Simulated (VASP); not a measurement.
Crystal: Sb.

```
Sb
1.0
     2.19645    1.26812    3.83170
    -2.19645    1.26812    3.83170
     0.00000   -2.53624    3.83170
Sb
2
Direct
  0.76651 0.76651 0.76651
  0.23349 0.23349 0.23349
```

Base run:

- Program: VASP 6.6.1
- Functional: PBE
- Potentials or basis: VASP PAW PBE potentials, release 64 (Sb)
- Cutoff: 520 eV
- k mesh: 8 × 8 × 8
- Occupations: fermi-dirac, width 0.05 eV
- Spin: no spin polarisation

Its results: band gap on the k mesh zero (bands 5 and 6 overlap by 0.27 eV); pressure -0.5 GPa; largest force 0.098 eV/Å.

**Question.** The run is repeated on the same cell with these changes: functional from PBE to B3LYP5; k mesh from 8 × 8 × 8 to 4 × 4 × 4. What comes out?

**Answer.** Band gap on the k mesh 0.88 eV (least direct gap 0.89 eV); pressure 0.8 GPa; largest force 0.646 eV/Å.

Several settings changed at once.

Caveats: some runs use coarse meshes; spin-orbit coupling is left out, which moves the levels of the heavy elements; the PAW data sets were made with another functional, which shifts forces and pressure a little (at least some runs).

A k mesh can miss the band edges.
